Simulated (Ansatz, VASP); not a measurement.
**One calculation of Mg3GeN, two programs**

```xyz
5
Lattice="4.3603 0.0000 0.0000 0.0000 4.3603 0.0000 0.0000 0.0000 4.3603" Properties=species:S:1:pos:R:3 pbc="T T T"
Mg    2.1801    0.0000    0.0000
Mg    0.0000    2.1801    0.0000
Mg    0.0000    0.0000    2.1801
Ge    2.1801    2.1801    2.1801
N     0.0000    0.0000    0.0000
```

Alike in both runs: task single point; functional PBE; k mesh 10 × 10 × 10; occupations gaussian, width 0.1 eV; no spin polarisation.

|  | VASP | Ansatz |
| --- | --- | --- |
| version | VASP 6.6.1 | Ansatz 0.2.0 |
| potentials or method | VASP PAW PBE potentials, release 64 (Mg, Ge_d, N), cutoff 520 eV | scalar-relativistic, plane waves, PAW |
| valence electrons in the cell | 25 | 49 |

|  | VASP | Ansatz | Ansatz less VASP |
| --- | --- | --- | --- |
| gap on the k mesh at the Fermi level (eV) | none | none | - |
| pressure (GPa) | -4.3 | -4.0 | +0.28 |

A gap of «none» marks a metal or a gap that the smearing closes. VASP's potentials hold 25 valence electrons a cell and Ansatz's 49, so a difference there can come from the potentials and not from the codes.
